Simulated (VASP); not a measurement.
# Zn in VASP: single point with LDA

Aim: the single point of Zn with LDA.

All numbers are computed with VASP 6.6.1; they aren't measurements. Logs are shortened: lines on timing, memory, paths and dates and some standing lists are left out, and cuts for length are marked.

## 1. The cell of the first run

The cell holds a slab with vacuum, 4 atoms: a = 2.779 Å, b = 2.779 Å, c = 17.894 Å, α = 90.00°, β = 90.00°, γ = 90.00°.

## 2. Single point, LDA

The input, INCAR:

```
ALGO     = Normal         # electronic algorithm
DIPOL    = 0.5 0.5 0.500
EDIFF    = 1E-6           # SCF threshold, eV
ENCUT    = 400            # plane-wave cutoff, eV
GGA      = CA             # functional
GGA_COMPAT= F            
IDIPOL   = 3            
ISIF     = 2              # what is computed and relaxed
ISMEAR   = 1              # smearing method
LASPH    = T              # aspherical terms in the spheres
LCHARG   = F              # write CHGCAR
LDIPOL   = T            
LREAL    = F              # projectors in reciprocal space
LWAVE    = F              # write WAVECAR
NBANDS   = 32             # bands
NELM     = 120            # most SCF steps
NELMDL   = -8           
PREC     = Accurate       # precision mode
SIGMA    = 0.1            # smearing width, eV
```

The input, KPOINTS:

```
k-points
0
Gamma
  6 6 1
```

The input, POSCAR:

```
Zn
1.0
    2.7786128662      0.0000000000      0.0000000000
    0.0000000000      2.7786128662      0.0000000000
    0.0000000000      0.0000000000     17.8943280000
Zn
4
Direct
    0.0000000000      0.0000000000      0.3353017783
    0.5000000000      0.5000000000      0.4451005928
    0.0000000000      0.0000000000      0.5548994072
    0.5000000000      0.5000000000      0.6646982217
```

Potentials or basis: VASP PAW LDA potentials, release 64 (Zn).

The run is started by

```bash
$ cat potpaw_LDA.64/Zn/POTCAR > POTCAR
$ mpirun -np 1 vasp_std > vasp.out
```

OUTCAR:

```text
EDIFF = 1E-6
   ENCUT = 400
   GGA = CA
   ISIF = 2
   ISMEAR = 1
   LASPH = T
   LREAL = F
   NELM = 120
   NELMDL = -8
   PREC = Accurate

 ion  position               nearest neighbor table
   1  0.000  0.000  0.335-   2 2.78   2 2.78   2 2.78   2 2.78
   2  0.500  0.500  0.445-   3 2.78   3 2.78   3 2.78   3 2.78   1 2.78   1 2.78   1 2.78   1 2.78

   3  0.000  0.000  0.555-   2 2.78   2 2.78   2 2.78   2 2.78   4 2.78   4 2.78   4 2.78   4 2.78

   4  0.500  0.500  0.665-   3 2.78   3 2.78   3 2.78   3 2.78

  LATTYP: Found a simple tetragonal cell.
 ALAT       =     2.7786128662
 C/A-ratio  =     6.4400220044

  Lattice vectors:

 A1 = (   2.7786128662,   0.0000000000,   0.0000000000)
 A2 = (   0.0000000000,   2.7786128662,   0.0000000000)
 A3 = (   0.0000000000,   0.0000000000,  17.8943280000)

Analysis of symmetry for initial positions (statically):
=====================================================================
 Subroutine PRICEL returns:
 Original cell was already a primitive cell.

 Routine SETGRP: Setting up the symmetry group for a
 simple tetragonal supercell.

 Subroutine GETGRP returns: Found 16 space group operations
 (whereof  8 operations were pure point group operations)
 out of a pool of 16 trial point group operations.

The static configuration has the point symmetry C_4v.
 The point group associated with its full space group is D_4h.

Analysis of symmetry for dynamics (positions and initial velocities):
=====================================================================
 Subroutine PRICEL returns:
 Original cell was already a primitive cell.

 Routine SETGRP: Setting up the symmetry group for a
 simple tetragonal supercell.

 Subroutine GETGRP returns: Found 16 space group operations
 (whereof  8 operations were pure point group operations)
 out of a pool of 16 trial point group operations.

The dynamic configuration has the point symmetry C_4v.
 The point group associated with its full space group is D_4h.

 Subroutine INISYM returns: Found 16 space group operations
 (whereof  8 operations are pure point group operations),
 and found     1 'primitive' translations

----------------------------------------------------------------------------------------

                                     Primitive cell

  volume of cell :     138.1565

  direct lattice vectors                    reciprocal lattice vectors
     2.778612866  0.000000000  0.000000000     0.359891805  0.000000000  0.000000000
     0.000000000  2.778612866  0.000000000     0.000000000  0.359891805  0.000000000
     0.000000000  0.000000000 17.894328000     0.000000000  0.000000000  0.055883630

  length of vectors
     2.778612866  2.778612866 17.894328000     0.359891805  0.359891805  0.055883630

  position of ions in fractional coordinates (direct lattice)
     0.000000000  0.000000000  0.335301778
     0.500000000  0.500000000  0.445100593
     0.000000000  0.000000000  0.554899407
     0.500000000  0.500000000  0.664698222

  ion indices of the primitive-cell ions
   primitive index   ion index
                 1           1
                 2           2
                 3           3
                 4           4

----------------------------------------------------------------------------------------

 KPOINTS: k-points

Automatic generation of k-mesh.
 Grid dimensions read from file:
 generate k-points for:    6    6    1

 Generating k-lattice:

  Cartesian coordinates                     Fractional coordinates (reciprocal lattice)
     0.059981968  0.000000000  0.000000000     0.166666667  0.000000000  0.000000000
     0.000000000  0.059981968  0.000000000     0.000000000  0.166666667  0.000000000
     0.000000000  0.000000000  0.055883630     0.000000000  0.000000000  1.000000000

  Length of vectors
     0.059981968  0.059981968  0.055883630

  Shift w.r.t. Gamma in fractional coordinates (k-lattice)
     0.000000000  0.000000000  0.000000000

 Subroutine IBZKPT returns following result:
 ===========================================

 Found     10 irreducible k-points:

 Following reciprocal coordinates:
            Coordinates               Weight
  0.000000  0.000000  0.000000      1.000000
  0.166667  0.000000  0.000000      4.000000
  0.333333  0.000000  0.000000      4.000000
  0.500000  0.000000  0.000000      2.000000
  0.166667  0.166667  0.000000      4.000000
  0.333333  0.166667  0.000000      8.000000
  0.500000  0.166667  0.000000      4.000000
  0.333333  0.333333  0.000000      4.000000
  0.500000  0.333333  0.000000      4.000000
  0.500000  0.500000  0.000000      1.000000
   k-points           NKPTS =     10   k-points in BZ     NKDIM =     10   number of bands    NBANDS=     32
   number of dos      NEDOS =    301   number of ions     NIONS =      4
   total plane-waves  NPLWV =  38880
   dimension x,y,z NGX =    18 NGY =   18 NGZ =  120
   dimension x,y,z NGXF=    36 NGYF=   36 NGZF=  240
   ions per type =               4
   NGX,Y,Z   is equivalent  to a cutoff of  10.77, 10.77, 11.15 a.u.
   NGXF,Y,Z  is equivalent  to a cutoff of  21.54, 21.54, 22.30 a.u.
 SYSTEM =  unknown system
   PREC   = accura    normal or accurate (medium, high low for compatibility)
   ISTART =      0    job   : 0-new  1-cont  2-samecut
   ICHARG =      2    charge: 1-file 2-atom 10-const
   ISPIN  =      1    spin polarized calculation?
   LNONCOLLINEAR =      F non collinear calculations
   LSORBIT =      F    spin-orbit coupling
   LASPH  =      T    aspherical Exc in radial PAW
   ENCUT  =  400.0 eV  29.40 Ry    5.42 a.u.   4.53  4.53 29.18*2*pi/ulx,y,z
   NELM   =    120;   NELMIN=  2; NELMDL= -8     # of ELM steps
   EDIFF  = 0.1E-05   stopping-criterion for ELM
   LREAL  =      F    real-space projection
   EDIFFG = 0.1E-04   stopping-criterion for IOM
   NSW    =      0    number of steps for IOM
   IBRION =     -1    ionic relax: 0-MD 1-quasi-New 2-CG
   NFREE  =      0    steps in history (QN), initial steepest desc. (CG)
   ISIF   =      2    stress and relaxation
   ISYM   =      2    0-nonsym 1-usesym 2-fastsym
   POTIM  = 0.5000    time-step for ionic-motion
   TEBEG  =    0.0;   TEEND  =   0.0 temperature during run
   PSTRESS=    0.0 pullay stress
   NELECT =      48.0000    total number of electrons
   NUPDOWN=      -1.0000    fix difference up-down
   EMIN   =  10.00;   EMAX   =-10.00  energy-range for DOS
   EFERMI =   0.00;   METHOD = LEGACY
   ISMEAR =     1;   SIGMA  =   0.10  broadening in eV -4-tet -1-fermi 0-gaus
   EFERMI_NEDOS =   21; number of points for ismear=-14 and -15
   IALGO  =     38    algorithm
   IMIX   =      4    mixing-type and parameters
     AMIX     =   0.40;   BMIX     =  1.00
     AMIX_MAG =   1.60;   BMIX_MAG =  1.00
  volume/ion in A,a.u.               =      34.54       233.08
  Fermi-wavevector in a.u.,A,eV,Ry     =   1.150884  2.174855 18.021368  1.324533
  Thomas-Fermi vector in A             =   2.287545
   LORBIT       =      0    0 simple, 1 ext, 2 COOP (PROOUT), +10 PAW based schemes
   GGA     = CA    functional components
   LHFCALC =     F    Hartree Fock is set to
   AEXX    =    0.0000 exact exchange contribution
   IVDW    =     0    specifies the selected vdW correction
   LEPSILON=     F    determine dielectric tensor
   LRPA    =     F    only Hartree local field effects (RPA)
 non-spin polarized calculation
 Methfessel and Paxton  Order N= 1 SIGMA  =   0.10
  energy-cutoff  :      400.00
  volume of cell :      138.16
 maximum number of plane-waves:      2551
   NGX =  9   NGY =  9   NGZ = 59

 dipolmoment           0.000000      0.000000     -0.000000 electrons x Angstroem

 number of electron      48.0000195 magnetization

 dipolmoment           0.000000      0.000000      0.000000 electrons x Angstroem

 Free energy of the ion-electron system (eV)
  ---------------------------------------------------
  ext. energy  EPLUGINS =         0.00000000
  ---------------------------------------------------
  free energy    TOTEN  =        -5.88372046 eV

  energy without entropy =       -5.87553464  energy(sigma->0) =       -5.88099186

 E-fermi :  -1.2002     XC(G=0):  -6.2949

 val. band max:       -1.2014615573   @ k =   0.5000   0.1667   0.0000
 cond. band min:      -1.1474783665   @ k =   0.3333   0.1667   0.0000
 fundamental gap:      0.0539831909
 Fermi energy:        -1.2001762325

 k-point     1 :       0.0000    0.0000    0.0000
  band No.  band energies     occupation
      1     -11.1127      2.00000
      2      -9.7775      2.00000
      3      -9.4788      2.00000
      4      -9.3645      2.00000
      5      -9.2050      2.00000
      6      -9.1564      2.00000
[... 24 lines left out ...]
     31       7.6986      0.00000
     32       8.4331      0.00000

 k-point     2 :       0.1667    0.0000    0.0000
  band No.  band energies     occupation
      1     -10.5893      2.00000
      2      -9.5530      2.00000
      3      -9.3322      2.00000
      4      -9.2474      2.00000
      5      -9.1725      2.00000
      6      -8.9772      2.00000
[... 24 lines left out ...]
     31       5.4337      0.00000
     32       7.2389      0.00000

 k-point     3 :       0.3333    0.0000    0.0000
  band No.  band energies     occupation
      1      -9.6210      2.00000
      2      -9.4966      2.00000
      3      -9.1978      2.00000
      4      -9.0830      2.00000
      5      -8.9720      2.00000
      6      -8.9347      2.00000
[... 24 lines left out ...]
     31       5.1827      0.00000
     32       6.8230      0.00000

 k-point     4 :       0.5000    0.0000    0.0000
  band No.  band energies     occupation
      1      -9.5248      2.00000
      2      -9.5248      2.00000
      3      -9.1055      2.00000
      4      -9.1055      2.00000
      5      -8.8951      2.00000
      6      -8.8951      2.00000
[... 24 lines left out ...]
     31       6.8728      0.00000
     32       6.8728      0.00000

 k-point     5 :       0.1667    0.1667    0.0000
  band No.  band energies     occupation
      1     -10.0941      2.00000
      2      -9.3080      2.00000
      3      -9.2764      2.00000
      4      -9.1240      2.00000
      5      -9.0718      2.00000
      6      -9.0211      2.00000
[... 24 lines left out ...]
     31       5.7325      0.00000
     32       5.8638      0.00000

 k-point     6 :       0.3333    0.1667    0.0000
  band No.  band energies     occupation
      1      -9.3799      2.00000
      2      -9.3304      2.00000
      3      -9.1392      2.00000
      4      -9.1283      2.00000
      5      -9.0497      2.00000
      6      -8.9219      2.00000
[... 24 lines left out ...]
     31       5.6362      0.00000
     32       5.7773      0.00000

 k-point     7 :       0.5000    0.1667    0.0000
  band No.  band energies     occupation
      1      -9.3954      2.00000
      2      -9.3954      2.00000
      3      -9.1308      2.00000
      4      -9.1308      2.00000
      5      -9.0048      2.00000
      6      -9.0048      2.00000
[... 24 lines left out ...]
     31       7.3313      0.00000
     32       7.3313      0.00000

 k-point     8 :       0.3333    0.3333    0.0000
  band No.  band energies     occupation
      1      -9.3275      2.00000
      2      -9.2985      2.00000
      3      -9.2890      2.00000
      4      -9.2832      2.00000
      5      -9.0004      2.00000
      6      -8.9540      2.00000
[... 24 lines left out ...]
     31       4.8948      0.00000
     32       6.2204      0.00000

 k-point     9 :       0.5000    0.3333    0.0000
  band No.  band energies     occupation
      1      -9.3903      2.00000
      2      -9.3903      2.00000
      3      -9.3682      2.00000
      4      -9.3682      2.00000
      5      -8.9874      2.00000
      6      -8.9874      2.00000
[... 24 lines left out ...]
     31       4.9998      0.00000
     32       4.9998      0.00000

 k-point    10 :       0.5000    0.5000    0.0000
  band No.  band energies     occupation
      1      -9.5041      2.00000
      2      -9.5041      2.00000
      3      -9.4264      2.00000
      4      -9.4264      2.00000
      5      -8.9905      2.00000
      6      -8.9905      2.00000
[... 24 lines left out ...]
     31       4.0304      0.00000
     32       4.0304      0.00000

------------------------ aborting loop because EDIFF is reached ----------------------------------------

 vacuum level on the upper side and lower side of the slab       (xc-potential included)        -0.346        -0.346

  FORCE on cell =-STRESS in cart. coord.  units (eV):
  Direction    XX          YY          ZZ          XY          YZ          ZX
  --------------------------------------------------------------------------------------
  -------------------------------------------------------------------------------------
  Total       -3.7778730     -3.7778730     -2.5090191      0.0000000     -0.0000000      0.0000000
  in kB      -43.8113324    -43.8113324    -29.0966554      0.0000000     -0.0000000      0.0000000
  external PRESSURE =     -38.9064401 kB  Pullay stress =       0.0000000 kB

 VOLUME and BASIS-vectors are now :
 -----------------------------------------------------------------------------
  energy-cutoff  :      400.00
  volume of cell :      138.16
      direct lattice vectors                 reciprocal lattice vectors
     2.778612866  0.000000000  0.000000000     0.359891805  0.000000000  0.000000000
     0.000000000  2.778612866  0.000000000     0.000000000  0.359891805  0.000000000
     0.000000000  0.000000000 17.894328000     0.000000000  0.000000000  0.055883630

 POSITION                                       TOTAL-FORCE (eV/Angst)
 -----------------------------------------------------------------------------------
      0.00000      0.00000      6.00000         0.000000     -0.000000      0.383795
      1.38931      1.38931      7.96478         0.000000      0.000000     -0.004172
      0.00000      0.00000      9.92955         0.000000     -0.000000      0.004172
      1.38931      1.38931     11.89433         0.000000     -0.000000     -0.383795
 -----------------------------------------------------------------------------------
    total drift:                                0.000000      0.000000      0.000000

  FREE ENERGIE OF THE ION-ELECTRON SYSTEM (eV)
  ---------------------------------------------------
  free  energy   TOTEN  =        -5.8837204648 eV

  energy  without entropy=       -5.8755346365  energy(sigma->0) =       -5.88099186

 vacuum level on the upper side and lower side of the slab         2.917         2.917
```

Run time: 18 s. Hardware: 1 thread of Intel Xeon 6975P-C (Granite Rapids), shared host; peak memory 0.16 GiB.

What came out:

* Free energy: -5.8837 eV
* Largest force: 0.384 eV/Å
* Band gap on the k mesh: zero (bands 24 and 25 overlap by 1.92 eV)

Forces on the atoms (eV/Å):
```
Zn   0.000  0.000  0.384
Zn   0.000  0.000 -0.004
Zn   0.000  0.000  0.004
Zn   0.000  0.000 -0.384
```

Caveat: the k points lie up to 0.38 Å⁻¹ apart, too coarse for converged energies and pressures of a metal.
